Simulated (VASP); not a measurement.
Input of a VASP 6.6.1 run:

Contents of INCAR:

```
SYSTEM = SiC
PREC = Accurate ; ENCUT = 520
EDIFF = 1E-6 ; ISMEAR = 0
SIGMA = 0.02 ; LREAL = .FALSE.
LASPH = .TRUE. ; NELM = 80
ALGO = Normal ; ISIF = 2
LWAVE = .FALSE. ; LCHARG = .FALSE.
GGA = PE ; NBANDS = 11
```

KPOINTS

```
Automatic mesh
0
G
  10 10 10
  0 0 0
```

File POSCAR:

```
SiC
1.0
    0.0000000000      2.1898629706      2.1898629706
    2.1898629706      0.0000000000      2.1898629706
    2.1898629706      2.1898629706      0.0000000000
Si C
1 1
Direct
    0.7500000000      0.7500000000      0.7500000000
    0.0000000000      0.0000000000      0.0000000000
```

Potentials or basis: VASP PAW PBE potentials, release 64 (Si, C).

The run is started by

```sh
$ cat potpaw_PBE.64/Si/POTCAR potpaw_PBE.64/C/POTCAR > POTCAR
$ mpirun -np 1 vasp_std > vasp.out
```

**Question.** Predict the pressure.

**Answer.** 0.0 GPa.

**Question.** Estimate the band gap on the k mesh.

**Answer.** 1.37 eV, indirect (least direct gap 4.53 eV).

A k mesh can miss the band edges. Expect the measured gap to be larger: semilocal functionals such as PBE lack the derivative discontinuity.
